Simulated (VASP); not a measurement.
Wanted: the native input for a VASP 6.6.1 run.

```yaml
Task: single point
Functional: PBE
Potentials_or_basis: VASP PAW PBE potentials, release 64 (Hf_pv, B)
Cutoff: 520 eV
k_mesh: 11 × 11 × 11
Occupations: fermi-dirac, width 0.05 eV
Spin: collinear spin, ferromagnetic start
Starting_moments: "[0.15, 0.0] μB"
Fixed_moment: 0.15 μB
Dipole_correction: no
Further_INCAR_settings: ALGO = Normal; EDIFF = 1e-07; NBANDS = 18
```

The structure of HfB lies in POSCAR:

```
HfB
1.0
    0.0000000000      2.3100000000      2.3100000000
    2.3100000000      0.0000000000      2.3100000000
    2.3100000000      2.3100000000      0.0000000000
Hf B
1 1
Direct
    0.5000000000      0.5000000000      0.5000000000
    0.0000000000      0.0000000000      0.0000000000
```

One way to write it, as run:

INCAR

```
PREC = Accurate
ENCUT = 520
EDIFF = 1E-7
ISMEAR = -1
SIGMA = 0.05
LREAL = F
LASPH = T
NELM = 150
ALGO = Normal
ISIF = 2
LWAVE = F
LCHARG = F
ISPIN = 2
MAGMOM = 0.15 0
LORBIT = 11
NUPDOWN = 0.15
LMAXMIX = 4
GGA = PE
NBANDS = 18
```

KPOINTS

```
Automatic mesh
0
Gamma
  11 11 11
```

Potentials or basis: VASP PAW PBE potentials, release 64 (Hf_pv, B).

The run is started by

```console
$ cat potpaw_PBE.64/Hf_pv/POTCAR potpaw_PBE.64/B/POTCAR > POTCAR
$ mpirun -np 1 vasp_std > vasp.out
```

Results of the run:

```
Pressure                                              : 30.7 GPa
Net moment                                            : 0.15 μB per cell
Site moments                                          : Hf +0.07; B +0.04 μB
Valence electrons inside the program's atomic spheres : Hf 8.89; B 1.95
```

Caveat: the total moment is fixed, so each spin has its own Fermi level.

Wall time 14 s on 1 thread of Intel(R) Xeon(R) 6975P-C (Granite Rapids) (shared host), peak memory 0.17 GiB.
